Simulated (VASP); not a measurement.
Write the native input for VASP 6.6.1 that does the following.

```yaml
Task: single point
Functional: PBEsol
Potentials_or_basis: VASP PAW PBE potentials, release 64 (Zr_sv, H)
Cutoff: 520 eV
k_mesh: 14 × 14 × 8
Occupations: gaussian, width 0.1 eV
Spin: no spin polarisation
Dipole_correction: no
Further_INCAR_settings: ALGO = Normal; EDIFF = 1e-06; NBANDS = 21
```

The structure of ZrH lies in POSCAR:

```
ZrH
1.0
    3.1902763254      0.0000000000      0.0000000000
    0.0000000000      3.1902763254      0.0000000000
    0.0000000000      0.0000000000      4.9905072829
Zr H
2 2
Direct
    0.0000000000      0.5000000000      0.0000000000
    0.5000000000      0.0000000000      0.5000000000
    0.0000000000      0.0000000000      0.7500000000
    0.0000000000      0.0000000000      0.2500000000
```

The input as run:

INCAR

```
SYSTEM = ZrH
  PREC = Accurate
  ENCUT = 520
  EDIFF = 1E-6
  ISMEAR = 0
  SIGMA = 0.1
  LREAL = .FALSE.
  LASPH = .TRUE.
  NELM = 80
  ALGO = Normal
  ISIF = 2
  LWAVE = .FALSE.
  LCHARG = .FALSE.
  GGA = PS
  NBANDS = 21
```

KPOINTS

```
Automatic mesh
0
G
  14 14 8
  0 0 0
```

Potentials or basis: VASP PAW PBE potentials, release 64 (Zr_sv, H).

Launch:

```console
$ cat potpaw_PBE.64/Zr_sv/POTCAR potpaw_PBE.64/H/POTCAR > POTCAR
$ mpirun -np 1 vasp_std > vasp.out
```

It gave:

```json
{"Pressure": "0.1 GPa", "Band gap on the k mesh": "zero (bands 13 and 14 overlap by 0.91 eV)"}
```

Caveat: the PAW data sets were made with another functional, which shifts forces and pressure a little.

Run time: 52 s on 1 thread of Intel(R) Xeon(R) 6975P-C (Granite Rapids), with other jobs on the host, peak memory 0.27 GiB.
